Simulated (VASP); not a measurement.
# Sr2Al2O (P-1) in VASP: relaxation of cell and atoms with PBE

Aim: the relaxation of cell and atoms of Sr2Al2O with PBE.

Everything below comes from runs of VASP 6.6.1. Logs are shortened: lines on timing, memory, paths and dates and some standing lists are left out, and cuts for length are marked.

## Step 1: The cell of the first run

The typed cell holds 10 atoms: a = 4.185 Å, b = 8.088 Å, c = 8.395 Å, α = 73.96°, β = 86.44°, γ = 89.36°.

## Step 2: Relaxation of cell and atoms, PBE

Input file INCAR:

```
ALGO = Normal
EDIFF = 1E-7
EDIFFG = -0.04
ENCUT = 600
GGA = PE
GGA_COMPAT = False
IBRION = 2
ISIF = 3
ISMEAR = 0
LASPH = True
LCHARG = False
LREAL = False
LWAVE = False
NELM = 120
NELMIN = 4
NSW = 90
PREC = Accurate
SIGMA = 0.1
```

Input file KPOINTS:

```
k-points
0
Gamma
  4 2 2
```

Input file POSCAR:

```
Sr2Al2O
1.0
    4.1851973498      0.0000000000      0.0000000000
    0.0896434586      8.0877049379      0.0000000000
    0.5209930785      2.3140842906      8.0526567656
Sr Al O
4 4 2
Direct
    0.5364348141      0.1398630121      0.1918480168
    0.0171197181      0.5446804140      0.1957619359
    0.4635651859      0.8601369879      0.8081519832
    0.9828802819      0.4553195860      0.8042380641
    0.0032756527      0.8484060039      0.4694950289
    0.4953692256      0.3328737488      0.5263369339
    0.9967243473      0.1515939961      0.5305049711
    0.5046307744      0.6671262512      0.4736630661
    0.9455929974      0.7074637159      0.9115990022
    0.0544070026      0.2925362841      0.0884009978
```

Potentials or basis: VASP PAW PBE potentials, release 64 (Sr_sv, Al, O).

On the command line:

```console
> cat potpaw_PBE.64/Sr_sv/POTCAR potpaw_PBE.64/Al/POTCAR potpaw_PBE.64/O/POTCAR > POTCAR
> mpirun -np 1 vasp_std > vasp.out
```

OUTCAR:

```text
EDIFF = 1E-7
   EDIFFG = -0.04
   ENCUT = 600
   GGA = PE
   IBRION = 2
   ISIF = 3
   ISMEAR = 0
   LASPH = True
   LREAL = False
   NELM = 120
   NELMIN = 4
   NSW = 90
   PREC = Accurate

 ion  position               nearest neighbor table
   1  0.536  0.140  0.192-  10 2.43  10 2.49   5 3.50   5 3.52   7 3.54   7 3.55   6 3.56   2 3.87
                             8 3.90   2 3.92   4 3.92   4 4.32   3 4.44   3 5.03
   2  0.017  0.545  0.196-   9 2.42  10 2.45   8 3.41   6 3.48   8 3.54   6 3.55   4 3.57   7 3.61
                             5 3.80   1 3.87   1 3.92   3 3.92   3 4.32   4 4.95
   3  0.464  0.860  0.808-   9 2.43   9 2.49   7 3.50   7 3.52   5 3.54   5 3.55   8 3.56   4 3.87
                             6 3.90   4 3.92   2 3.92   2 4.32   1 4.44   1 5.03
   4  0.983  0.455  0.804-  10 2.42   9 2.45   6 3.41   8 3.48   6 3.54   8 3.55   2 3.57   5 3.61
                             7 3.80   3 3.87   3 3.92   1 3.92   1 4.32   2 4.95
   5  0.003  0.848  0.469-   8 2.54   8 2.56   7 2.64   1 3.50   1 3.52   3 3.54   3 3.55   4 3.61
                             2 3.80
   6  0.495  0.333  0.526-   7 2.54   7 2.56   8 2.62   4 3.41   2 3.48   4 3.54   2 3.55   1 3.56
                             3 3.90
   7  0.997  0.152  0.531-   6 2.54   6 2.56   5 2.64   3 3.50   3 3.52   1 3.54   1 3.55   2 3.61
                             4 3.80
   8  0.505  0.667  0.474-   5 2.54   5 2.56   6 2.62   2 3.41   4 3.48   2 3.54   4 3.55   3 3.56
                             1 3.90
   9  0.946  0.707  0.912-   2 2.42   3 2.43   4 2.45   3 2.49
  10  0.054  0.293  0.088-   4 2.42   1 2.43   2 2.45   1 2.49

  LATTYP: Found a triclinic cell.
 ALAT       =     4.1851973498
 B/A-ratio  =     2.2961432049
 C/A-ratio  =     2.1661029997
 COS(alpha) =     0.0064145518
 COS(beta)  =     0.4517702200
 COS(gamma) =     0.4897276039

  Lattice vectors:

 A1 = (   4.1851973498,   0.0000000000,   0.0000000000)
 A2 = (   4.7061904283,   2.3140842906,   8.0526567656)
 A3 = (   4.0955538912,  -8.0877049379,   0.0000000000)

Analysis of symmetry for initial positions (statically):
=====================================================================
 Subroutine PRICEL returns:
 Original cell was already a primitive cell.

 Routine SETGRP: Setting up the symmetry group for a
 triclinic supercell.

 Subroutine GETGRP returns: Found  2 space group operations
 (whereof  2 operations were pure point group operations)
 out of a pool of  2 trial point group operations.

The static configuration has the point symmetry S_2 .

Analysis of symmetry for dynamics (positions and initial velocities):
=====================================================================
 Subroutine PRICEL returns:
 Original cell was already a primitive cell.

 Routine SETGRP: Setting up the symmetry group for a
 triclinic supercell.

 Subroutine GETGRP returns: Found  2 space group operations
 (whereof  2 operations were pure point group operations)
 out of a pool of  2 trial point group operations.

The dynamic configuration has the point symmetry S_2 .

 Subroutine INISYM returns: Found  2 space group operations
 (whereof  2 operations are pure point group operations),
 and found     1 'primitive' translations

----------------------------------------------------------------------------------------

                                     Primitive cell

  volume of cell :     272.5715

  direct lattice vectors                    reciprocal lattice vectors
     4.185197350  0.000000000  0.000000000     0.238937359 -0.002648362 -0.014697780
     0.089643459  8.087704938  0.000000000     0.000000000  0.123644471 -0.035531594
     0.520993078  2.314084291  8.052656766     0.000000000  0.000000000  0.124182618

  length of vectors
     4.185197350  8.088201723  8.394742454     0.239403634  0.128648550  0.124182618

  position of ions in fractional coordinates (direct lattice)
     0.536434814  0.139863012  0.191848017
     0.017119718  0.544680414  0.195761936
     0.463565186  0.860136988  0.808151983
     0.982880282  0.455319586  0.804238064
     0.003275653  0.848406004  0.469495029
     0.495369226  0.332873749  0.526336934
     0.996724347  0.151593996  0.530504971
     0.504630774  0.667126251  0.473663066
     0.945592997  0.707463716  0.911599002
     0.054407003  0.292536284  0.088400998

  ion indices of the primitive-cell ions
   primitive index   ion index
                 1           1
                 2           2
                 3           3
                 4           4
                 5           5
                 6           6
                 7           7
                 8           8
                 9           9
                10          10

----------------------------------------------------------------------------------------

 KPOINTS: k-points

Automatic generation of k-mesh.
 Grid dimensions read from file:
 generate k-points for:    4    2    2

 Generating k-lattice:

  Cartesian coordinates                     Fractional coordinates (reciprocal lattice)
     0.059734340 -0.000662091 -0.003674445     0.250000000 -0.000000000  0.000000000
     0.000000000  0.061822236 -0.017765797     0.000000000  0.500000000  0.000000000
     0.000000000  0.000000000  0.062091309     0.000000000  0.000000000  0.500000000

  Length of vectors
     0.059850908  0.064324275  0.062091309

  Shift w.r.t. Gamma in fractional coordinates (k-lattice)
     0.000000000  0.000000000  0.000000000

 Subroutine IBZKPT returns following result:
 ===========================================

 Found     12 irreducible k-points:

 Following reciprocal coordinates:
            Coordinates               Weight
  0.000000  0.000000  0.000000      1.000000
  0.250000 -0.000000  0.000000      2.000000
  0.500000 -0.000000  0.000000      1.000000
  0.000000  0.500000  0.000000      1.000000
  0.250000  0.500000 -0.000000      2.000000
  0.500000  0.500000  0.000000      1.000000
  0.000000  0.000000  0.500000      1.000000
  0.250000 -0.000000  0.500000      2.000000
  0.500000 -0.000000  0.500000      1.000000
  0.000000  0.500000  0.500000      1.000000
  0.250000  0.500000  0.500000      2.000000
  0.500000  0.500000  0.500000      1.000000
   k-points           NKPTS =     12   k-points in BZ     NKDIM =     12   number of bands    NBANDS=     38
   number of dos      NEDOS =    301   number of ions     NIONS =     10
   total plane-waves  NPLWV = 176400
   dimension x,y,z NGX =    36 NGY =   70 NGZ =   70
   dimension x,y,z NGXF=    72 NGYF=  140 NGZF=  140
   ions per type =               4   4   2
   NGX,Y,Z   is equivalent  to a cutoff of  14.30, 14.39, 13.86 a.u.
   NGXF,Y,Z  is equivalent  to a cutoff of  28.60, 28.78, 27.73 a.u.
 SYSTEM =  unknown system
   PREC   = accura    normal or accurate (medium, high low for compatibility)
   ISTART =      0    job   : 0-new  1-cont  2-samecut
   ICHARG =      2    charge: 1-file 2-atom 10-const
   ISPIN  =      1    spin polarized calculation?
   LNONCOLLINEAR =      F non collinear calculations
   LSORBIT =      F    spin-orbit coupling
   LASPH  =      T    aspherical Exc in radial PAW
   ENCUT  =  600.0 eV  44.10 Ry    6.64 a.u.   8.36 16.15 16.77*2*pi/ulx,y,z
   NELM   =    120;   NELMIN=  4; NELMDL= -5     # of ELM steps
   EDIFF  = 0.1E-06   stopping-criterion for ELM
   LREAL  =      F    real-space projection
   EDIFFG = -.4E-01   stopping-criterion for IOM
   NSW    =     90    number of steps for IOM
   IBRION =      2    ionic relax: 0-MD 1-quasi-New 2-CG
   NFREE  =      1    steps in history (QN), initial steepest desc. (CG)
   ISIF   =      3    stress and relaxation
   ISYM   =      2    0-nonsym 1-usesym 2-fastsym
   POTIM  = 0.5000    time-step for ionic-motion
   TEBEG  =    0.0;   TEEND  =   0.0 temperature during run
   PSTRESS=    0.0 pullay stress
   NELECT =      64.0000    total number of electrons
   NUPDOWN=      -1.0000    fix difference up-down
   EMIN   =  10.00;   EMAX   =-10.00  energy-range for DOS
   EFERMI =   0.00;   METHOD = LEGACY
   ISMEAR =     0;   SIGMA  =   0.10  broadening in eV -4-tet -1-fermi 0-gaus
   EFERMI_NEDOS =   21; number of points for ismear=-14 and -15
   IALGO  =     38    algorithm
   IMIX   =      4    mixing-type and parameters
     AMIX     =   0.40;   BMIX     =  1.00
     AMIX_MAG =   1.60;   BMIX_MAG =  1.00
  volume/ion in A,a.u.               =      27.26       183.94
  Fermi-wavevector in a.u.,A,eV,Ry     =   1.009969  1.908565 13.878449  1.020037
  Thomas-Fermi vector in A             =   2.142930
   LORBIT       =      0    0 simple, 1 ext, 2 COOP (PROOUT), +10 PAW based schemes
   GGA     = PE    functional components
   LHFCALC =     F    Hartree Fock is set to
   AEXX    =    0.0000 exact exchange contribution
   IVDW    =     0    specifies the selected vdW correction
   LEPSILON=     F    determine dielectric tensor
   LRPA    =     F    only Hartree local field effects (RPA)
 conjugate gradient relaxation of ions
 non-spin polarized calculation
 Gauss-broadening in eV      SIGMA  =   0.10
  energy-cutoff  :      600.00
  volume of cell :      272.57
 maximum number of plane-waves:      9130
 NGX is ok and might be reduce to    36
   NGX = 17   NGY = 33   NGZ = 33

--------------------------------------- Ionic step        1  -------------------------------------------

 number of electron      64.0000000 magnetization

 Free energy of the ion-electron system (eV)
  ---------------------------------------------------
  ext. energy  EPLUGINS =         0.00000000
  ---------------------------------------------------
  free energy    TOTEN  =       -41.88030664 eV

  energy without entropy =      -41.84933593  energy(sigma->0) =      -41.86482129

------------------------ aborting loop because EDIFF is reached ----------------------------------------

  FORCE on cell =-STRESS in cart. coord.  units (eV):
  Direction    XX          YY          ZZ          XY          YZ          ZX
  --------------------------------------------------------------------------------------
  -------------------------------------------------------------------------------------
  Total        0.4648710     -0.5113562      0.5616407     -0.0622759      0.1460169     -0.9966493
  in kB        2.7325156     -3.0057557      3.3013287     -0.3660583      0.8582888     -5.8583122
  external PRESSURE =       1.0093629 kB  Pullay stress =       0.0000000 kB
[... 113 lines left out ...]
  FREE ENERGIE OF THE ION-ELECTRON SYSTEM (eV)
  ---------------------------------------------------
  free  energy   TOTEN  =       -41.9140377049 eV

  energy  without entropy=      -41.8822643976  energy(sigma->0) =      -41.89815105

[... ionic steps 4 to 18 ...]

--------------------------------------- Ionic step       19  -------------------------------------------

 number of electron      63.9999997 magnetization

------------------------ aborting loop because EDIFF is reached ----------------------------------------

  FORCE on cell =-STRESS in cart. coord.  units (eV):
  Direction    XX          YY          ZZ          XY          YZ          ZX
  --------------------------------------------------------------------------------------
  -------------------------------------------------------------------------------------
  Total        0.1746803      0.0327592     -0.1180625      0.0518902     -0.0065323      0.1327419
  in kB        1.0076502      0.1889726     -0.6810485      0.2993307     -0.0376818      0.7657272
  external PRESSURE =       0.1718581 kB  Pullay stress =       0.0000000 kB
[... 73 lines left out ...]
  energy  without entropy=      -41.9855492880  energy(sigma->0) =      -41.99387277

--------------------------------------- Ionic step       21  -------------------------------------------

 number of electron      63.9999996 magnetization

 Free energy of the ion-electron system (eV)
  ---------------------------------------------------
  ext. energy  EPLUGINS =         0.00000000
  ---------------------------------------------------
  free energy    TOTEN  =       -42.00423464 eV

  energy without entropy =      -41.98739418  energy(sigma->0) =      -41.99581441

 E-fermi :   2.9183     XC(G=0):  -8.3055

 val. band max:        2.8667859921   @ k =   0.5000   0.5000   0.5000
 cond. band min:       3.0161605168   @ k =   0.0000   0.5000   0.0000
 fundamental gap:      0.1493745247
 Fermi energy:         2.9182826509

 k-point     1 :       0.0000    0.0000    0.0000
  band No.  band energies     occupation
      1     -32.4363      2.00000
      2     -32.4340      2.00000
      3     -32.2002      2.00000
      4     -32.1745      2.00000
      5     -15.6600      2.00000
      6     -15.5621      2.00000
[... 518 lines left out ...]
  FREE ENERGIE OF THE ION-ELECTRON SYSTEM (eV)
  ---------------------------------------------------
  free  energy   TOTEN  =       -42.0042346394 eV

  energy  without entropy=      -41.9873941817  energy(sigma->0) =      -41.99581441

 reached required accuracy - stopping structural energy minimisation
```

It took 52 min on 1 thread of Intel Xeon Platinum 8259CL at 2.50GHz (Skylake/Cascade Lake), shared host; peak memory 0.55 GiB.

Results:

* Free energy: -42.0042 eV
* Relaxed volume: 27.78 Å³/atom
* Relaxed cell: a = 4.037 Å, b = 8.270 Å, c = 8.610 Å, α = 75.11°, β = 89.89°, γ = 89.99°
* Space group after relaxing (to 0.1 Å): P-1 (No. 2)
* Energy gained by relaxing: 12.4 meV/atom
* Ionic steps: 21
* Pressure after relaxing: 0.0 GPa
* Largest force after relaxing: 0.039 eV/Å
* Band gap on the k mesh: zero (bands 32 and 33 overlap by 0.76 eV)

Forces in eV/Å, atoms in the order of the input:
```
Sr  -0.012  0.028 -0.010
Sr  -0.004  0.009 -0.016
Sr   0.012 -0.028  0.010
Sr   0.004 -0.009  0.016
Al  -0.013 -0.019 -0.032
Al  -0.023 -0.011 -0.016
Al   0.013  0.019  0.032
Al   0.023  0.011  0.016
O    0.024  0.018 -0.009
O   -0.024 -0.018  0.009
```

Stress tensor (GPa, compression positive):
```
-0.10  0.00  0.06
 0.00  0.03 -0.05
 0.06 -0.05 -0.02
```

The path:
```tsv
step	energy change (eV)	largest force (eV/Å)	pressure (GPa)	volume (Å³)
1	0.0000	0.2927	0.10	272.57
2	-0.0257	0.1757	0.00	273.24
3	-0.0337	0.1482	-0.07	273.88
4	-0.0489	0.1179	0.03	273.67
5	-0.0563	0.1215	0.17	273.37
6	-0.0641	0.1033	-0.04	274.98
7	-0.0674	0.1212	-0.30	277.00
8	-0.0731	0.0980	-0.18	276.58
9	-0.0823	0.0931	0.18	275.33
10	-0.0827	0.1200	0.28	274.98
11	-0.0865	0.1224	0.28	275.21
12	-0.0947	0.1470	0.29	275.87
13	-0.0950	0.1623	0.30	276.16
14	-0.1028	0.1265	0.08	277.47
15	-0.1073	0.1091	-0.26	279.61
16	-0.1127	0.0991	-0.15	278.93
17	-0.1176	0.0836	0.06	277.56
18	-0.1176	0.0821	0.09	277.39
19	-0.1201	0.0673	0.02	277.74
20	-0.1219	0.0656	-0.12	278.39
21	-0.1239	0.0393	-0.03	277.81
```

Final structure:
```
Sr Al O
1.0
     4.03519   -0.02161   -0.11610
     0.04369    8.27002   -0.07692
     0.26804    2.28783    8.29602
Sr Al O
4 4 2
Cartesian
  2.1015 1.6412 1.5117
  0.0804 4.9619 1.5565
  2.2454 8.8950 6.5913
  4.2665 5.5743 6.5465
  0.1628 8.1624 3.7829
  2.1781 4.0053 4.2988
  4.1841 2.3738 4.3201
  2.1688 6.5310 3.8042
  4.2779 7.8614 7.4462
  0.0691 2.6749 0.6568
```

Caveat: the k points lie up to 0.39 Å⁻¹ apart in the final cell, too coarse for converged energies and pressures of a metal.
